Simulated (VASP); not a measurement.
# Al (C2/m) in VASP: single point with PBE

Aim: the single point of Al with PBE.

All numbers are computed with VASP 6.6.1; they aren't measurements. Logs are shortened: lines on timing, memory, paths and dates and some standing lists are left out, and cuts for length are marked.

## 1. The cell of the first run

The structure is monoclinic, space group C2/m (No. 12). The conventional cell has a = 3.939 Å, b = 4.112 Å, c = 2.837 Å, α = 90.00°, β = 133.56°, γ = 90.00°. Within 3.7 Å of Al (site symmetry 2/m) lie 12 Al at 2.84 to 2.91 Å.

## 2. Single point, PBE

Contents of INCAR:

```
SYSTEM = Al
PREC = Accurate
ENCUT = 520
EDIFF = 1E-6
ISMEAR = 0
SIGMA = 0.1
LREAL = .False.
LASPH = .True.
NELM = 80
ALGO = Normal
ISIF = 2
LWAVE = .False.
LCHARG = .True.
GGA = PE
LELF = .True.
LVHAR = .True.
NBANDS = 8
```

Contents of KPOINTS:

```
regular mesh
0
Gamma
  12 12 17
  0 0 0
```

Contents of POSCAR:

```
Al
1.0
    2.9076391747     -0.0000086905      0.0071089837
   -0.0000086905      2.9076391747      0.0071089837
    1.4586519927      1.4586519927      1.9765726306
Al
1
Direct
    0.0000000000      0.0000000000      0.0000000000
```

Potentials or basis: VASP PAW PBE potentials, release 64 (Al).

Run with:

```
$ cat potpaw_PBE.64/Al/POTCAR > POTCAR
$ mpirun -np 1 vasp_std > vasp.out
```

OUTCAR:

```text
SYSTEM = Al
   PREC = Accurate
   ENCUT = 520
   EDIFF = 1E-6
   ISMEAR = 0
   LREAL = .False.
   LASPH = .True.
   NELM = 80
   ISIF = 2
   GGA = PE

 ion  position               nearest neighbor table
   1  0.000  0.000  0.000-

  LATTYP: Found a base centered monoclinic cell.
 ALAT       =     3.9389510506
 B/A-ratio  =     1.0439416466
 C/A-ratio  =     0.7203026522
 COS(beta)  =    -0.6891302828

  Lattice vectors:

 A1 = (  -1.4489871820,   1.4586606832,   1.9694636469)
 A2 = (   1.4586606832,  -1.4489871820,   1.9694636469)
 A3 = (   1.4489784915,   1.4489784915,  -1.9623546632)

Analysis of symmetry for initial positions (statically):
=====================================================================
 Subroutine PRICEL returns:
 Original cell was already a primitive cell.

 Routine SETGRP: Setting up the symmetry group for a
 base centered monoclinic supercell.

 Subroutine GETGRP returns: Found  4 space group operations
 (whereof  4 operations were pure point group operations)
 out of a pool of  4 trial point group operations.

The static configuration has the point symmetry C_2h.

Analysis of symmetry for dynamics (positions and initial velocities):
=====================================================================
 Subroutine PRICEL returns:
 Original cell was already a primitive cell.

 Routine SETGRP: Setting up the symmetry group for a
 base centered monoclinic supercell.

 Subroutine GETGRP returns: Found  4 space group operations
 (whereof  4 operations were pure point group operations)
 out of a pool of  4 trial point group operations.

The dynamic configuration has the point symmetry C_2h.

 Subroutine INISYM returns: Found  4 space group operations
 (whereof  4 operations are pure point group operations),
 and found     1 'primitive' translations

----------------------------------------------------------------------------------------

                                     Primitive cell

  volume of cell :      16.6504

  direct lattice vectors                    reciprocal lattice vectors
     2.907639175 -0.000008690  0.007108984     0.344544413  0.000623813 -0.254723916
    -0.000008690  2.907639175  0.007108984     0.000623813  0.344544413 -0.254723916
     1.458651993  1.458651993  1.976572631    -0.001241439 -0.001241439  0.507758552

  length of vectors
     2.907647865  2.907647865  2.856951283     0.428480472  0.428480472  0.507761587

  position of ions in fractional coordinates (direct lattice)
     0.000000000  0.000000000  0.000000000

  ion indices of the primitive-cell ions
   primitive index   ion index
                 1           1

----------------------------------------------------------------------------------------

 KPOINTS: regular mesh

Automatic generation of k-mesh.
 Grid dimensions read from file:
 generate k-points for:   12   12   17

 Generating k-lattice:

  Cartesian coordinates                     Fractional coordinates (reciprocal lattice)
     0.028712034  0.000051984 -0.021226993     0.083333333  0.000000000  0.000000000
     0.000051984  0.028712034 -0.021226993     0.000000000  0.083333333  0.000000000
    -0.000073026 -0.000073026  0.029868150     0.000000000  0.000000000  0.058823529

  Length of vectors
     0.035706706  0.035706706  0.029868329

  Shift w.r.t. Gamma in fractional coordinates (k-lattice)
     0.000000000  0.000000000  0.000000000

 Subroutine IBZKPT returns following result:
 ===========================================

 Found    667 irreducible k-points:

 Following reciprocal coordinates:
            Coordinates               Weight
  0.000000  0.000000  0.000000      1.000000
  0.083333  0.000000 -0.000000      4.000000
  0.166667  0.000000 -0.000000      4.000000
  0.250000  0.000000  0.000000      4.000000
  0.333333  0.000000  0.000000      4.000000
  0.416667  0.000000  0.000000      4.000000
[... 16 lines left out ...]
  0.500000  0.166667  0.000000      4.000000
 -0.416667  0.166667 -0.000000      4.000000
 [... further k-points ...]
   k-points           NKPTS =    667   k-points in BZ     NKDIM =    667   number of bands    NBANDS=      8
   number of dos      NEDOS =    301   number of ions     NIONS =      1
   total plane-waves  NPLWV =  13824
   dimension x,y,z NGX =    24 NGY =   24 NGZ =   24
   dimension x,y,z NGXF=    48 NGYF=   48 NGZF=   48
   ions per type =               1
   NGX,Y,Z   is equivalent  to a cutoff of  13.72, 13.72, 13.97 a.u.
   NGXF,Y,Z  is equivalent  to a cutoff of  27.44, 27.44, 27.93 a.u.
 SYSTEM =  Al
   PREC   = accura    normal or accurate (medium, high low for compatibility)
   ISTART =      0    job   : 0-new  1-cont  2-samecut
   ICHARG =      2    charge: 1-file 2-atom 10-const
   ISPIN  =      1    spin polarized calculation?
   LNONCOLLINEAR =      F non collinear calculations
   LSORBIT =      F    spin-orbit coupling
   LASPH  =      T    aspherical Exc in radial PAW
   ENCUT  =  520.0 eV  38.22 Ry    6.18 a.u.   5.41  5.41  5.31*2*pi/ulx,y,z
   NELM   =     80;   NELMIN=  2; NELMDL= -5     # of ELM steps
   EDIFF  = 0.1E-05   stopping-criterion for ELM
   LREAL  =      F    real-space projection
[... 7 lines left out ...]
   TEBEG  =    0.0;   TEEND  =   0.0 temperature during run
   PSTRESS=    0.0 pullay stress
   NELECT =       3.0000    total number of electrons
   NUPDOWN=      -1.0000    fix difference up-down
   EMIN   =  10.00;   EMAX   =-10.00  energy-range for DOS
   EFERMI =   0.00;   METHOD = LEGACY
   ISMEAR =     0;   SIGMA  =   0.10  broadening in eV -4-tet -1-fermi 0-gaus
   EFERMI_NEDOS =   21; number of points for ismear=-14 and -15
   IALGO  =     38    algorithm
   IMIX   =      4    mixing-type and parameters
     AMIX     =   0.40;   BMIX     =  1.00
     AMIX_MAG =   1.60;   BMIX_MAG =  1.00
  volume/ion in A,a.u.               =      16.65       112.36
  Fermi-wavevector in a.u.,A,eV,Ry     =   0.924643  1.747322 11.632496  0.854964
  Thomas-Fermi vector in A             =   2.050411
   LORBIT       =      0    0 simple, 1 ext, 2 COOP (PROOUT), +10 PAW based schemes
   GGA     = PE    functional components
   LHFCALC =     F    Hartree Fock is set to
   AEXX    =    0.0000 exact exchange contribution
   IVDW    =     0    specifies the selected vdW correction
   LEPSILON=     F    determine dielectric tensor
   LRPA    =     F    only Hartree local field effects (RPA)
 non-spin polarized calculation
 Gauss-broadening in eV      SIGMA  =   0.10
  energy-cutoff  :      520.00
  volume of cell :       16.65
 maximum number of plane-waves:       467
 NGX is ok and might be reduce to    24
   NGX = 11   NGY = 11   NGZ = 11

 number of electron       3.0000000 magnetization

 Free energy of the ion-electron system (eV)
  ---------------------------------------------------
  ext. energy  EPLUGINS =         0.00000000
  ---------------------------------------------------
  free energy    TOTEN  =        -3.74917437 eV

  energy without entropy =       -3.74771799  energy(sigma->0) =       -3.74844618

 E-fermi :   7.9072     XC(G=0): -10.1640

 val. band max:        7.8612555273   @ k =  -0.1667  -0.2500   0.4706
 cond. band min:       7.9085629112   @ k =   0.3333   0.0000   0.3529
 fundamental gap:      0.0473073838
 Fermi energy:         7.9071779180

 k-point     1 :       0.0000    0.0000    0.0000
  band No.  band energies     occupation
      1      -3.1661      2.00000
      2      20.3215      0.00000
      3      20.3442      0.00000
      4      20.8283      0.00000
      5      21.7480      0.00000
      6      21.9508      0.00000
      7      22.0265      0.00000
      8      24.3421      0.00000

 k-point     2 :       0.0833    0.0000   -0.0000
  band No.  band energies     occupation
      1      -2.9775      2.00000
      2      17.9496      0.00000
      3      19.7240      0.00000
      4      20.0253      0.00000
      5      22.5536      0.00000
      6      22.6532      0.00000
      7      22.8559      0.00000
      8      25.4778      0.00000

 k-point     3 :       0.1667    0.0000   -0.0000
  band No.  band energies     occupation
      1      -2.4131      2.00000
      2      14.6023      0.00000
      3      18.9579      0.00000
      4      19.3547      0.00000
      5      22.3939      0.00000
      6      23.3132      0.00000
      7      23.9327      0.00000
      8      25.0049      0.00000

 k-point     4 :       0.2500    0.0000    0.0000
  band No.  band energies     occupation
      1      -1.4773      2.00000
      2      11.4032      0.00000
      3      18.4436      0.00000
      4      18.9595      0.00000
      5      21.8781      0.00000
      6      22.1746      0.00000
      7      22.9889      0.00000
      8      26.4116      0.00000

 k-point     5 :       0.3333    0.0000    0.0000
  band No.  band energies     occupation
      1      -0.1773      2.00000
      2       8.4607      0.00000
      3      18.2302      0.00000
      4      18.8654      0.00000
      5      20.5436      0.00000
      6      21.5816      0.00000
      7      22.1812      0.00000
      8      25.3379      0.00000
[... 177 lines left out ...]
 k-point    22 :       0.4167    0.1667   -0.0000
  band No.  band energies     occupation
      1       3.4852      2.00000
      2       4.7513      2.00000
      3      13.0473      0.00000
      4      16.6377      0.00000
      5      18.8135      0.00000
      6      23.0336      0.00000
      7      26.0978      0.00000
      8      28.3066      0.00000

 k-point    23 :       0.5000    0.1667    0.0000
  band No.  band energies     occupation
      1       2.6506      2.00000
      2       5.7263      2.00000
      3      13.7083      0.00000
      4      16.0681      0.00000
      5      18.0669      0.00000
      6      23.7155      0.00000
      7      26.4877      0.00000
      8      28.1141      0.00000

 k-point    24 :      -0.4167    0.1667   -0.0000
  band No.  band energies     occupation
      1       0.9063      2.00000
      2       8.2609      0.00000
      3      14.7108      0.00000
      4      15.8145      0.00000
      5      17.6585      0.00000
      6      24.5400      0.00000
      7      25.2527      0.00000
      8      27.3815      0.00000

 [... further k-points ...]
[... 5 lines left out ...]
  --------------------------------------------------------------------------------------
  -------------------------------------------------------------------------------------
  Total       -0.1055613     -0.1055613     -0.0035025      0.0209484      0.0015097      0.0015097
  in kB      -10.1576131    -10.1576131     -0.3370232      2.0157546      0.1452662      0.1452662
  external PRESSURE =      -6.8840832 kB  Pullay stress =       0.0000000 kB

 VOLUME and BASIS-vectors are now :
 -----------------------------------------------------------------------------
  energy-cutoff  :      520.00
  volume of cell :       16.65
      direct lattice vectors                 reciprocal lattice vectors
     2.907639175 -0.000008690  0.007108984     0.344544413  0.000623813 -0.254723916
    -0.000008690  2.907639175  0.007108984     0.000623813  0.344544413 -0.254723916
     1.458651993  1.458651993  1.976572631    -0.001241439 -0.001241439  0.507758552

 POSITION                                       TOTAL-FORCE (eV/Angst)
 -----------------------------------------------------------------------------------
      0.00000      0.00000      0.00000        -0.000000      0.000000      0.000000
 -----------------------------------------------------------------------------------
    total drift:                                0.000000     -0.000000     -0.000000

  FREE ENERGIE OF THE ION-ELECTRON SYSTEM (eV)
  ---------------------------------------------------
  free  energy   TOTEN  =        -3.7491743690 eV

  energy  without entropy=       -3.7477179914  energy(sigma->0) =       -3.74844618
```

Wall time 27 s (1 thread of Intel Xeon 6975P-C (Granite Rapids), shared host); peak memory 0.19 GiB.

Results:

| Quantity | Value |
| --- | --- |
| Free energy | -3.7492 eV |
| Pressure | -0.7 GPa |
